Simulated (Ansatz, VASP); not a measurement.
# One calculation of SnSe2, two programs

Contents of INCAR:

```
ALGO = Normal ; EDIFF = 1E-6
ENCUT = 520 ; GGA = PS
ISIF = 2 ; ISMEAR = 0
LASPH = T ; LCHARG = T
LELF = T ; LREAL = F
LVHAR = T ; LWAVE = F
NBANDS = 20 ; NELM = 100
PREC = Accurate ; SIGMA = 0.05
```

KPOINTS

```
k-points
0
Gamma
  6 6 4
```

Contents of POSCAR:

```
SnSe2
1.0
    3.8109987816      0.0000000000      0.0000000000
   -1.9054993908      3.3004217586      0.0000000000
    0.0000000000      0.0000000000      6.1370000000
Sn Se
1 2
Direct
    0.0000000000      0.0000000000      0.0000000000
    0.4211335507      0.7309408867      0.2988838195
    0.6666666667      0.3333333333      0.7500000000
```

Input for Ansatz:

```yaml
crystal:
  lattice:
    - [3.8109987816, 0.0, 0.0]
    - [-1.9054993908, 3.3004217586, 0.0]
    - [0.0, 0.0, 6.137]
  atoms:
    - { symbol: Sn, position: [0.0, 0.0, 0.0] }
    - { symbol: Se, position: [0.4211335507, 0.7309408867, 0.2988838195] }
    - { symbol: Se, position: [0.6666666667, 0.3333333333, 0.75] }
basis:
  ecutwfc: 420
kpoints:
  mp_grid: { grid: [6, 6, 4] }
hamiltonian:
  xc: pbesol
scf:
  occupations: { method: gaussian, width: 0.05 }
output:
  forces: true
  stress: true
  eigenvalues: true
```

Alike in both runs: task single point; functional PBEsol; k mesh 6 × 6 × 4; occupations gaussian, width 0.05 eV; no spin polarisation.

```csv
,VASP,Ansatz
version,VASP 6.6.1,Ansatz 0.2.0
potentials or method,"VASP PAW PBE potentials, release 64 (Sn_d, Se), cutoff 520 eV","scalar-relativistic, plane waves, PAW"
valence electrons in the cell,26,46
```

VASP gave:

* gap on the k mesh at the Fermi level (eV): none
* pressure (GPa): -1.1
* traceless stress, the component that is largest in VASP (GPa): -1.66
* rms of the force components (eV/Å): 0.660

**Question.** What did Ansatz give for the same quantities?

**Answer.** gap on the k mesh at the Fermi level (eV): none; pressure (GPa): -1.2; traceless stress, the component that is largest in VASP (GPa): -1.68; rms of the force components (eV/Å): 0.659.

VASP's potentials were made for PBE, not for PBEsol. Atom by atom the forces differ by 0.010 eV/Å (rms over components). A gap of «none» marks a metal or a gap that the smearing closes. With one functional, cell and mesh, what is left measures potentials, basis and numerics. VASP's potentials hold 26 valence electrons a cell and Ansatz's 46, so a difference there can come from the potentials and not from the codes.
